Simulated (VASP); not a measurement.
A run of VASP 6.6.1 is set up as follows.

The input INCAR:

```
ALGO = Normal
EDIFF = 1E-7
ENCUT = 520
GGA = PE
ISIF = 2
ISMEAR = 0
LASPH = True
LCHARG = True
LELF = True
LREAL = False
LVHAR = True
LWAVE = False
NBANDS = 37
NELM = 100
PREC = Accurate
SIGMA = 0.1
```

File KPOINTS:

```
k-points
0
Gamma
  4 4 2
```

Contents of POSCAR:

```
Sn2Te3Pt
1.0
    3.6868530804      0.0000000000      0.0000000000
    0.0000000000      3.6868530804      0.0000000000
    0.0000000000      0.0000000000     11.4527817066
Sn Te Pt
2 3 1
Direct
    0.5000000000      0.5000000000      0.3205418491
    0.5000000000      0.5000000000      0.6794581509
    0.0000000000      0.0000000000      0.8648441364
    0.0000000000      0.0000000000      0.1351558636
    0.0000000000      0.0000000000      0.5000000000
    0.5000000000      0.5000000000      0.0000000000
```

Potentials or basis: VASP PAW PBE potentials, release 64 (Sn_d, Te, Pt).

Run with:

```bash
$ cat potpaw_PBE.64/Sn_d/POTCAR potpaw_PBE.64/Te/POTCAR potpaw_PBE.64/Pt/POTCAR > POTCAR
$ mpirun -np 1 vasp_std > vasp.out
```

Task: What does it give for the largest force?

Result: 0.034 eV/Å.

Task: Predict the band gap on the k mesh.

Result: Zero (band 28 reaches 9.23 eV, above the bottom of band 29 at 7.40 eV).

Forces on the atoms (eV/Å):
```
Sn   0.000  0.000  0.034
Sn   0.000  0.000 -0.034
Te   0.000  0.000  0.012
Te   0.000  0.000 -0.012
Te   0.000  0.000  0.000
Pt   0.000  0.000  0.000
```

Caveat: the k points lie up to 0.43 Å⁻¹ apart; spin-orbit coupling is left out, which moves the levels of the heavy elements.
